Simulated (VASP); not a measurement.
# V (Im-3m) in VASP: notebook

The runs below take V through single point, with HSE06.

Program: VASP 6.6.1. These are calculated values, not measurements. Logs are shortened: lines on timing, memory, paths and dates and some standing lists are left out, and cuts for length are marked.

## (1) The cell of the first run

Symmetry: Im-3m, No. 229, cubic system. The conventional cell has a = 2.908 Å, b = 2.908 Å, c = 2.908 Å, α = 90.00°, β = 90.00°, γ = 90.00°. Within 3.3 Å of V (site symmetry m-3m) lie 14 V at 2.52 to 2.91 Å.

## (2) Single point, HSE06

Contents of POSCAR:

```
V
1.0
   -1.4540202952      1.4540202952      1.4540202952
    1.4540202952     -1.4540202952      1.4540202952
    1.4540202952      1.4540202952     -1.4540202952
V
1
Direct
    0.0000000000      0.0000000000      0.0000000000
```

Contents of INCAR.step1:

```
ALGO = Normal
EDIFF = 1E-5
ENCUT = 520
GGA = PE
ISIF = 2
ISMEAR = -1
LASPH = True
LCHARG = False
LREAL = False
LWAVE = True
NBANDS = 12
NELM = 80
PREC = Accurate
SIGMA = 0.1
```

Contents of INCAR.step2:

```
ALGO = Normal
EDIFF = 1E-6
ENCUT = 520
GGA = PE
HFSCREEN = 0.2079
ISIF = 2
ISMEAR = -1
ISTART = 1
LASPH = True
LCHARG = False
LHFCALC = True
LREAL = False
LWAVE = False
NBANDS = 12
NELM = 80
PREC = Accurate
PRECFOCK = Normal
SIGMA = 0.1
```

Contents of KPOINTS:

```
k-points
0
Gamma
  6 6 6
```

Potentials or basis: VASP PAW PBE potentials, release 64 (V_sv).

Launch:

```
> cat potpaw_PBE.64/V_sv/POTCAR > POTCAR
> cp INCAR.step1 INCAR
> mpirun -np 1 vasp_std > vasp.out
> cp INCAR.step2 INCAR
> mpirun -np 1 vasp_std > vasp.out
```

OUTCAR:

```text
EDIFF = 1E-6
   ENCUT = 520
   GGA = PE
   HFSCREEN = 0.2079
   ISIF = 2
   ISMEAR = -1
   ISTART = 1
   LASPH = True
   LHFCALC = True
   LREAL = False
   NELM = 80
   PREC = Accurate
   PRECFOCK = Normal

 ion  position               nearest neighbor table
   1  0.000  0.000  0.000-

  LATTYP: Found a body centered cubic cell.
 ALAT       =     2.9080405904

  Lattice vectors:

 A1 = (  -1.4540202952,   1.4540202952,   1.4540202952)
 A2 = (   1.4540202952,  -1.4540202952,   1.4540202952)
 A3 = (   1.4540202952,   1.4540202952,  -1.4540202952)

Analysis of symmetry for initial positions (statically):
=====================================================================
 Subroutine PRICEL returns:
 Original cell was already a primitive cell.

 Routine SETGRP: Setting up the symmetry group for a
 body centered cubic supercell.

 Subroutine GETGRP returns: Found 48 space group operations
 (whereof 48 operations were pure point group operations)
 out of a pool of 48 trial point group operations.

The static configuration has the point symmetry O_h .

Analysis of symmetry for dynamics (positions and initial velocities):
=====================================================================
 Subroutine PRICEL returns:
 Original cell was already a primitive cell.

 Routine SETGRP: Setting up the symmetry group for a
 body centered cubic supercell.

 Subroutine GETGRP returns: Found 48 space group operations
 (whereof 48 operations were pure point group operations)
 out of a pool of 48 trial point group operations.

The dynamic configuration has the point symmetry O_h .

 Subroutine INISYM returns: Found 48 space group operations
 (whereof 48 operations are pure point group operations),
 and found     1 'primitive' translations

----------------------------------------------------------------------------------------

                                     Primitive cell

  volume of cell :      12.2962

  direct lattice vectors                    reciprocal lattice vectors
    -1.454020295  1.454020295  1.454020295     0.000000000  0.343874155  0.343874155
     1.454020295 -1.454020295  1.454020295     0.343874155  0.000000000  0.343874155
     1.454020295  1.454020295 -1.454020295     0.343874155  0.343874155  0.000000000

  length of vectors
[... 84 lines left out ...]
   EMIN   =  10.00;   EMAX   =-10.00  energy-range for DOS
   EFERMI =   0.00;   METHOD = LEGACY
   ISMEAR =    -1;   SIGMA  =   0.10  broadening in eV -4-tet -1-fermi 0-gaus
   EFERMI_NEDOS =   21; number of points for ismear=-14 and -15
   IALGO  =     38    algorithm
   IMIX   =      1    mixing-type and parameters
     AMIX     =   0.40;   BMIX     =  1.00
     AMIX_MAG =   1.60;   BMIX_MAG =  1.00
  volume/ion in A,a.u.               =      12.30        82.98
  Fermi-wavevector in a.u.,A,eV,Ry     =   1.667755  3.151599 37.843318  2.781405
  Thomas-Fermi vector in A             =   2.753721
   LORBIT       =      0    0 simple, 1 ext, 2 COOP (PROOUT), +10 PAW based schemes
   GGA     = PE    functional components
   LHFCALC =     T    Hartree Fock is set to
   PRECFOCK=normal    Normal, Fast or Accurate (Low or Medium for compatibility)
   ENCUT4O =  -1.0   cutoff for four orbital integrals eV
   NKREDX  =     1    reduce k-point grid by
   NKREDY  =     1    reduce k-point grid by
   NKREDZ  =     1    reduce k-point grid by
   AEXX    =    0.2500 exact exchange contribution
   HFSCREEN=    0.2079 screening length (either q_TF or 0.3 A-1)
   HFSCREENC=   0.2079 screening length for correlation (either q_TF or 0.3 A-1)
   ENCUTFOCK=  -1.0 apply spherical cutoff to Coloumb kernel
   IVDW    =     0    specifies the selected vdW correction
   LEPSILON=     F    determine dielectric tensor
   LRPA    =     F    only Hartree local field effects (RPA)
 non-spin polarized calculation
  energy-cutoff  :      520.00
  volume of cell :       12.30
 maximum number of plane-waves:       370
  NGX = 16; NGY = 16; NGZ = 16

 number of electron      13.0000007 magnetization

 Free energy of the ion-electron system (eV)
  ---------------------------------------------------
  ext. energy  EPLUGINS =         0.00000000
  ---------------------------------------------------
  free energy    TOTEN  =       -10.78167980 eV

  energy without entropy =      -10.71785459  energy(sigma->0) =      -10.74976720

 E-fermi :  10.7066     XC(G=0): -10.9338

 val. band max:       10.6743327116   @ k =  -0.3333   0.5000   0.1667
 cond. band min:      10.7657889221   @ k =  -0.3333   0.3333   0.1667
 fundamental gap:      0.0914562105
 Fermi energy:        10.7065820480

 k-point     1 :       0.0000    0.0000    0.0000
  band No.  band energies     occupation
      1     -58.0016      2.00000
      2     -29.4069      2.00000
      3     -29.4069      2.00000
      4     -29.4069      2.00000
      5       2.8023      2.00000
      6      11.5940      0.00028
      7      11.5940      0.00028
      8      11.5940      0.00028
      9      14.4297      0.00000
     10      14.4297      0.00000
     11      33.1413      0.00000
     12      33.1413      0.00000
[... 211 lines left out ...]
 k-point    16 :       0.5000    0.5000    0.5000
  band No.  band energies     occupation
      1     -57.5007      2.00000
      2     -30.2602      2.00000
      3     -30.2602      2.00000
      4     -30.2602      2.00000
      5       6.6954      2.00000
      6       6.6954      2.00000
      7      15.7728      0.00000
      8      15.7728      0.00000
      9      15.7728      0.00000
     10      22.7123      0.00000
     11      22.7123      0.00000
     12      22.7123      0.00000

------------------------ aborting loop because EDIFF is reached ----------------------------------------

  FORCE on cell =-STRESS in cart. coord.  units (eV):
  Direction    XX          YY          ZZ          XY          YZ          ZX
  --------------------------------------------------------------------------------------
  -------------------------------------------------------------------------------------
  Total        1.3342250      1.3342250      1.3342250     -0.0000000      0.0000000      0.0000000
  in kB      173.8474220    173.8474220    173.8474220     -0.0000000      0.0000000      0.0000000
  external PRESSURE =     173.8474220 kB  Pullay stress =       0.0000000 kB

 VOLUME and BASIS-vectors are now :
 -----------------------------------------------------------------------------
  energy-cutoff  :      520.00
  volume of cell :       12.30
      direct lattice vectors                 reciprocal lattice vectors
    -1.454020295  1.454020295  1.454020295     0.000000000  0.343874155  0.343874155
     1.454020295 -1.454020295  1.454020295     0.343874155  0.000000000  0.343874155
     1.454020295  1.454020295 -1.454020295     0.343874155  0.343874155  0.000000000

 POSITION                                       TOTAL-FORCE (eV/Angst)
 -----------------------------------------------------------------------------------
      0.00000      0.00000      0.00000         0.000000     -0.000000     -0.000000
 -----------------------------------------------------------------------------------
    total drift:                               -0.000000      0.000000      0.000000

  FREE ENERGIE OF THE ION-ELECTRON SYSTEM (eV)
  ---------------------------------------------------
  free  energy   TOTEN  =       -10.7816797970 eV

  energy  without entropy=      -10.7178545936  energy(sigma->0) =      -10.74976720
```

OSZICAR.step1:

```text
N       E                     dE             d eps       ncg     rms          rms(c)
DAV:   1     0.897856370598E+02    0.89786E+02   -0.67591E+03   384   0.120E+03
DAV:   2    -0.879882687286E+01   -0.98584E+02   -0.95601E+02   400   0.335E+02
DAV:   3    -0.101438566560E+02   -0.13450E+01   -0.13430E+01   440   0.450E+01
DAV:   4    -0.101506741201E+02   -0.68175E-02   -0.68172E-02   404   0.336E+00
DAV:   5    -0.101507478480E+02   -0.73728E-04   -0.73726E-04   420   0.332E-01    0.208E+01
DAV:   6    -0.892395743878E+01    0.12268E+01   -0.25150E+00   392   0.275E+01    0.289E+00
DAV:   7    -0.890554593694E+01    0.18412E-01   -0.22273E-02   396   0.177E+00    0.145E+00
DAV:   8    -0.889919641941E+01    0.63495E-02   -0.64442E-03   392   0.123E+00    0.146E-01
DAV:   9    -0.889922002293E+01   -0.23604E-04   -0.11436E-04   424   0.181E-01    0.499E-02
DAV:  10    -0.889921968973E+01    0.33320E-06   -0.12227E-05   360   0.458E-02
   1 F= -.88992197E+01 E0= -.88596752E+01  d E =-.790889E-01
```

Run time: 7.6 min. Hardware: 1 thread of Intel Xeon Platinum 8259CL at 2.50GHz (Skylake/Cascade Lake), shared host; peak memory 0.22 GiB.

Results:

| Item | Value |
| --- | --- |
| Free energy | -10.7817 eV |
| Pressure | 17.4 GPa |
| Band gap on the k mesh | zero (an odd number of electrons rules out a gap without spin polarisation) |

Caveat: the k points lie up to 0.51 Å⁻¹ apart, too coarse for converged energies and pressures of a metal; the PAW data sets were made with another functional, which shifts forces and pressure a little.

## (3) Single point, HSE06

POSCAR is that of step 2.

Contents of INCAR.step1:

```
SYSTEM = V
PREC     = Accurate       ! precision mode
ENCUT    = 520            ! plane-wave cutoff, eV
EDIFF    = 1E-5           ! SCF threshold, eV
ISMEAR   = -1             ! smearing method
SIGMA    = 0.1            ! smearing width, eV
LREAL    = .False.        ! projectors in reciprocal space
LASPH    = .True.         ! aspherical terms in the spheres
NELM     = 100            ! most SCF steps
ALGO     = Normal         ! electronic algorithm
ISIF     = 2              ! what is computed and relaxed
LWAVE    = .True.         ! write WAVECAR
LCHARG   = .False.        ! write CHGCAR
GGA      = PE             ! functional
NBANDS   = 12             ! bands
```

Contents of INCAR.step2:

```
SYSTEM = V
PREC     = Accurate       ! precision mode
ENCUT    = 520            ! plane-wave cutoff, eV
EDIFF    = 1E-6           ! SCF threshold, eV
ISMEAR   = -1             ! smearing method
SIGMA    = 0.1            ! smearing width, eV
LREAL    = .False.        ! projectors in reciprocal space
LASPH    = .True.         ! aspherical terms in the spheres
NELM     = 100            ! most SCF steps
ALGO     = Normal         ! electronic algorithm
ISIF     = 2              ! what is computed and relaxed
LWAVE    = .False.        ! write WAVECAR
LCHARG   = .False.        ! write CHGCAR
GGA      = PE             ! functional
LHFCALC  = .True.         ! exact exchange
HFSCREEN = 0.2079         ! screening, 1/A
PRECFOCK = Normal       
ISTART   = 1            
NBANDS   = 12             ! bands
```

Contents of KPOINTS:

```
Automatic mesh
0
Gamma
  6 6 6
  0 0 0
```

Potentials or basis: VASP PAW PBE potentials, release 64 (V_sv).

Launch:

```
> cat potpaw_PBE.64/V_sv/POTCAR > POTCAR
> cp INCAR.step1 INCAR
> mpirun -np 1 vasp_std > vasp.out
> cp INCAR.step2 INCAR
> mpirun -np 1 vasp_std > vasp.out
```

Run time: 8.4 min. Hardware: 1 thread of Intel Xeon Platinum 8259CL at 2.50GHz (Skylake/Cascade Lake), shared host; peak memory 0.23 GiB.

Results (log left out):

* Free energy: -10.7817 eV
* Pressure: 17.4 GPa
* Band gap on the k mesh: zero (an odd number of electrons rules out a gap without spin polarisation)

Levels at points of the mesh, in eV from the Fermi level:
| k point | band 4 | band 5 | band 6 | band 7 | band 8 | band 9 |
| --- | --- | --- | --- | --- | --- | --- |
| (0.00, 0.00, 0.00) | -40.11 | -7.90 | 0.89 | 0.89 | 0.89 | 3.72 |
| (0.50, 0.00, 0.00) | -40.12 | -4.17 | -1.66 | 1.94 | 3.65 | 4.07 |
| (0.50, 0.50, 0.50) | -40.97 | -4.01 | -4.01 | 5.07 | 5.07 | 5.07 |

Caveat: the k points lie up to 0.51 Å⁻¹ apart, too coarse for converged energies and pressures of a metal; the PAW data sets were made with another functional, which shifts forces and pressure a little.

The gap in the log of VASP goes by the Fermi energy; the results here count the filled bands.